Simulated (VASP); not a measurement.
# RbCl (Fm-3m) in VASP: a series of runs

RbCl is run at these levels: PBE; tasks: single point.

Program: VASP 6.6.1. These are calculated values, not measurements. Logs are shortened: lines on timing, memory, paths and dates and some standing lists are left out, and cuts for length are marked.

**1. The cell of the first run**

Symmetry: Fm-3m, No. 225, cubic system. The conventional cell has a = 6.437 Å, b = 6.437 Å, c = 6.437 Å, α = 90.00°, β = 90.00°, γ = 90.00°. Rb (site symmetry m-3m) has 6 Cl at 3.22 Å within 4.2 Å. Within 4.2 Å of Cl (site symmetry m-3m) lie 6 Rb at 3.22 Å.

**2. Single point, PBE (volume scaled by 0.95)**

Contents of INCAR:

```
SYSTEM = RbCl
PREC     = Accurate       ! precision mode
ENCUT    = 500            ! plane-wave cutoff, eV
EDIFF    = 1E-6           ! SCF threshold, eV
ISMEAR   = -1             ! smearing method
SIGMA    = 0.02           ! smearing width, eV
LREAL    = .False.        ! projectors in reciprocal space
LASPH    = .True.         ! aspherical terms in the spheres
NELM     = 120            ! most SCF steps
ALGO     = Normal         ! electronic algorithm
ISIF     = 2              ! what is computed and relaxed
LWAVE    = .False.        ! write WAVECAR
LCHARG   = .False.        ! write CHGCAR
GGA      = PE             ! functional
NBANDS   = 15             ! bands
GGA_COMPAT= .False.
```

Contents of KPOINTS:

```
Automatic mesh
0
Gamma
  7 7 7
  0 0 0
```

Contents of POSCAR:

```
RbCl
1.0
    0.0000000000      3.2184977523      3.2184977523
    3.2184977523      0.0000000000      3.2184977523
    3.2184977523      3.2184977523      0.0000000000
Rb Cl
1 1
Direct
    0.0000000000      0.0000000000      0.0000000000
    0.5000000000      0.5000000000      0.5000000000
```

Potentials or basis: VASP PAW PBE potentials, release 64 (Rb_sv, Cl).

Started as:

```console
> cat potpaw_PBE.64/Rb_sv/POTCAR potpaw_PBE.64/Cl/POTCAR > POTCAR
> mpirun -np 1 vasp_std > vasp.out
```

OUTCAR:

```text
SYSTEM = RbCl
   PREC = Accurate
   ENCUT = 500
   EDIFF = 1E-6
   ISMEAR = -1
   LREAL = .False.
   LASPH = .True.
   NELM = 120
   ISIF = 2
   GGA = PE

 ion  position               nearest neighbor table
   1  0.000  0.000  0.000-   2 3.22   2 3.22   2 3.22   2 3.22   2 3.22   2 3.22
   2  0.500  0.500  0.500-   1 3.22   1 3.22   1 3.22   1 3.22   1 3.22   1 3.22

  LATTYP: Found a face centered cubic cell.
 ALAT       =     6.4369955046

  Lattice vectors:

 A1 = (   0.0000000000,   3.2184977523,   3.2184977523)
 A2 = (   3.2184977523,   0.0000000000,   3.2184977523)
 A3 = (   3.2184977523,   3.2184977523,   0.0000000000)

Analysis of symmetry for initial positions (statically):
=====================================================================
 Subroutine PRICEL returns:
 Original cell was already a primitive cell.

 Routine SETGRP: Setting up the symmetry group for a
 face centered cubic supercell.

 Subroutine GETGRP returns: Found 48 space group operations
 (whereof 48 operations were pure point group operations)
 out of a pool of 48 trial point group operations.

The static configuration has the point symmetry O_h .

Analysis of symmetry for dynamics (positions and initial velocities):
=====================================================================
 Subroutine PRICEL returns:
 Original cell was already a primitive cell.

 Routine SETGRP: Setting up the symmetry group for a
 face centered cubic supercell.

 Subroutine GETGRP returns: Found 48 space group operations
 (whereof 48 operations were pure point group operations)
 out of a pool of 48 trial point group operations.

The dynamic configuration has the point symmetry O_h .

 Subroutine INISYM returns: Found 48 space group operations
 (whereof 48 operations are pure point group operations),
 and found     1 'primitive' translations

----------------------------------------------------------------------------------------

                                     Primitive cell

  volume of cell :      66.6791

  direct lattice vectors                    reciprocal lattice vectors
     0.000000000  3.218497752  3.218497752    -0.155351980  0.155351980  0.155351980
     3.218497752  0.000000000  3.218497752     0.155351980 -0.155351980  0.155351980
     3.218497752  3.218497752  0.000000000     0.155351980  0.155351980 -0.155351980

  length of vectors
     4.551643172  4.551643172  4.551643172     0.269077523  0.269077523  0.269077523

  position of ions in fractional coordinates (direct lattice)
[... 84 lines left out ...]
   PSTRESS=    0.0 pullay stress
   NELECT =      16.0000    total number of electrons
   NUPDOWN=      -1.0000    fix difference up-down
   EMIN   =  10.00;   EMAX   =-10.00  energy-range for DOS
   EFERMI =   0.00;   METHOD = LEGACY
   ISMEAR =    -1;   SIGMA  =   0.02  broadening in eV -4-tet -1-fermi 0-gaus
   EFERMI_NEDOS =   21; number of points for ismear=-14 and -15
   IALGO  =     38    algorithm
   IMIX   =      4    mixing-type and parameters
     AMIX     =   0.40;   BMIX     =  1.00
     AMIX_MAG =   1.60;   BMIX_MAG =  1.00
  volume/ion in A,a.u.               =      33.34       224.99
  Fermi-wavevector in a.u.,A,eV,Ry     =   1.017306  1.922430 14.080826  1.034912
  Thomas-Fermi vector in A             =   2.150699
   LORBIT       =      0    0 simple, 1 ext, 2 COOP (PROOUT), +10 PAW based schemes
   GGA     = PE    functional components
   LHFCALC =     F    Hartree Fock is set to
   AEXX    =    0.0000 exact exchange contribution
   IVDW    =     0    specifies the selected vdW correction
   LEPSILON=     F    determine dielectric tensor
   LRPA    =     F    only Hartree local field effects (RPA)
 non-spin polarized calculation
  energy-cutoff  :      500.00
  volume of cell :       66.68
 maximum number of plane-waves:      1716
 NGX is ok and might be reduce to    36
   NGX = 17   NGY = 17   NGZ = 17

 number of electron      15.9999999 magnetization

 Free energy of the ion-electron system (eV)
  ---------------------------------------------------
  ext. energy  EPLUGINS =         0.00000000
  ---------------------------------------------------
  free energy    TOTEN  =        -6.62006124 eV

  energy without entropy =       -6.62006124  energy(sigma->0) =       -6.62006124

 E-fermi :  -1.2139     XC(G=0):  -7.6240

 val. band max:       -1.6146410749   @ k =   0.0000   0.0000   0.0000
 cond. band min:       3.6033700276   @ k =   0.0000   0.0000   0.0000
 fundamental gap:      5.2180111024
 Fermi energy:        -1.2139266322

 k-point     1 :       0.0000    0.0000    0.0000
  band No.  band energies     occupation
      1     -25.3863      2.00000
      2     -13.6766      2.00000
      3      -9.4341      2.00000
      4      -9.4341      2.00000
      5      -9.4341      2.00000
      6      -1.6146      2.00000
      7      -1.6146      2.00000
      8      -1.6146      2.00000
      9       3.6034      0.00000
     10       6.4145      0.00000
     11       6.4145      0.00000
     12       6.4145      0.00000
     13       7.4423      0.00000
     14       7.4423      0.00000
[... 329 lines left out ...]
      2     -13.6737      2.00000
      3      -9.6782      2.00000
      4      -9.6079      2.00000
      5      -9.4234      2.00000
      6      -2.1387      2.00000
      7      -1.8683      2.00000
      8      -1.8657      2.00000
      9       5.8406      0.00000
     10       6.5807      0.00000
     11       8.0658      0.00000
     12       8.1922      0.00000
     13       9.9253      0.00000
     14      10.1046      0.00000
     15      11.2584      0.00000

------------------------ aborting loop because EDIFF is reached ----------------------------------------

  FORCE on cell =-STRESS in cart. coord.  units (eV):
  Direction    XX          YY          ZZ          XY          YZ          ZX
  --------------------------------------------------------------------------------------
  -------------------------------------------------------------------------------------
  Total        0.9559840      0.9559840      0.9559840      0.0000000      0.0000000      0.0000000
  in kB       22.9705594     22.9705594     22.9705594      0.0000000      0.0000000      0.0000000
  external PRESSURE =      22.9705594 kB  Pullay stress =       0.0000000 kB

 VOLUME and BASIS-vectors are now :
 -----------------------------------------------------------------------------
  energy-cutoff  :      500.00
  volume of cell :       66.68
      direct lattice vectors                 reciprocal lattice vectors
     0.000000000  3.218497752  3.218497752    -0.155351980  0.155351980  0.155351980
     3.218497752  0.000000000  3.218497752     0.155351980 -0.155351980  0.155351980
     3.218497752  3.218497752  0.000000000     0.155351980  0.155351980 -0.155351980

 POSITION                                       TOTAL-FORCE (eV/Angst)
 -----------------------------------------------------------------------------------
      0.00000      0.00000      0.00000        -0.000000     -0.000000     -0.000000
      3.21850      3.21850      3.21850         0.000000      0.000000      0.000000
 -----------------------------------------------------------------------------------
    total drift:                                0.000000      0.000000      0.000000

  FREE ENERGIE OF THE ION-ELECTRON SYSTEM (eV)
  ---------------------------------------------------
  free  energy   TOTEN  =        -6.6200612367 eV

  energy  without entropy=       -6.6200612366  energy(sigma->0) =       -6.62006124
```

OSZICAR:

```text
N       E                     dE             d eps       ncg     rms          rms(c)
DAV:   1     0.812554085331E+02    0.81255E+02   -0.68267E+03   600   0.909E+02
DAV:   2    -0.159917797712E+01   -0.82855E+02   -0.75177E+02   868   0.171E+02
DAV:   3    -0.685019575060E+01   -0.52510E+01   -0.52220E+01   776   0.436E+01
DAV:   4    -0.696340445382E+01   -0.11321E+00   -0.11319E+00   904   0.637E+00
DAV:   5    -0.696429188098E+01   -0.88743E-03   -0.88740E-03   798   0.554E-01    0.353E+00
DAV:   6    -0.662473631410E+01    0.33956E+00   -0.47302E-01   782   0.350E+00    0.272E+00
DAV:   7    -0.660527378284E+01    0.19463E-01   -0.12022E-01   803   0.189E+00    0.155E+00
DAV:   8    -0.661845403440E+01   -0.13180E-01   -0.14775E-02   728   0.772E-01    0.148E-01
DAV:   9    -0.661946365112E+01   -0.10096E-02   -0.11896E-03   789   0.192E-01    0.101E-01
DAV:  10    -0.662003961084E+01   -0.57596E-03   -0.53192E-04   635   0.142E-01    0.154E-02
DAV:  11    -0.662005364661E+01   -0.14036E-04   -0.18959E-05   825   0.279E-02    0.674E-03
DAV:  12    -0.662006108897E+01   -0.74424E-05   -0.10956E-05   642   0.219E-02    0.169E-03
DAV:  13    -0.662006123667E+01   -0.14770E-06   -0.15132E-07   678   0.265E-03
   1 F= -.66200612E+01 E0= -.66200612E+01  d E =-.340180E-10
```

stdout:

```text
POSCAR found type information on POSCAR RbCl
 POSCAR found :  2 types and       2 ions
 scaLAPACK will be used
 LDA part: xc-table for (Slater+PW92), standard interpolation
 POSCAR, INCAR and KPOINTS ok, starting setup
 FFT: planning ... GRIDC
 FFT: planning ... GRID_SOFT
 FFT: planning ... GRID
 WAVECAR not read
 entering main loop
```

Run time: 30 s. Hardware: 1 thread of Intel Xeon 8259CL, shared host; peak memory 0.2 GiB.

Results:

| Item | Value |
| --- | --- |
| Free energy | -6.6201 eV |
| Pressure | 2.3 GPa |
| Band gap on the k mesh | 5.22 eV, direct |

Levels at points of the mesh, in eV from the valence-band top:
| k point | band 4 | band 5 | band 6 | band 7 | band 8 | band 9 | band 10 | band 11 | band 12 | band 13 |
| --- | --- | --- | --- | --- | --- | --- | --- | --- | --- | --- |
| (0.00, 0.00, 0.00) | -7.82 | -7.82 | 0.00 | 0.00 | 0.00 | 5.22 | 8.03 | 8.03 | 8.03 | 9.06 |

 A k mesh can miss the band edges.

**3. Single point, PBE (volume scaled by 0.975)**

Contents of INCAR:

```
SYSTEM = RbCl
PREC = Accurate
ENCUT = 500
EDIFF = 1E-6
ISMEAR = -1
SIGMA = 0.02
LREAL = .FALSE.
LASPH = .TRUE.
NELM = 120
ALGO = Normal
ISIF = 2
LWAVE = .FALSE.
LCHARG = .FALSE.
GGA = PE
NBANDS = 15
GGA_COMPAT = .FALSE.
```

Contents of KPOINTS:

```
regular mesh
0
G
  7 7 7
  0 0 0
```

Contents of POSCAR:

```
RbCl
1.0
    0.0000000000      3.2464860941      3.2464860941
    3.2464860941      0.0000000000      3.2464860941
    3.2464860941      3.2464860941      0.0000000000
Rb Cl
1 1
Direct
    0.0000000000      0.0000000000      0.0000000000
    0.5000000000      0.5000000000      0.5000000000
```

Potentials or basis: VASP PAW PBE potentials, release 64 (Rb_sv, Cl).

Started as:

```console
> cat potpaw_PBE.64/Rb_sv/POTCAR potpaw_PBE.64/Cl/POTCAR > POTCAR
> mpirun -np 1 vasp_std > vasp.out
```

Wall time 37 s (1 thread of Intel Xeon 8259CL, shared host); peak memory 0.2 GiB.

The run converged. Its results:

```yaml
Free_energy: -6.6422 eV
Pressure: 1.7 GPa
Band_gap_on_the_k_mesh: 5.13 eV, direct
```

Levels at points of the mesh, in eV from the valence-band top:
```tsv
k point	band 4	band 5	band 6	band 7	band 8	band 9	band 10	band 11	band 12	band 13
(0.00, 0.00, 0.00)	-7.88	-7.88	0.00	0.00	0.00	5.13	8.02	8.02	8.02	9.03
```

[end of part 1 of 2]
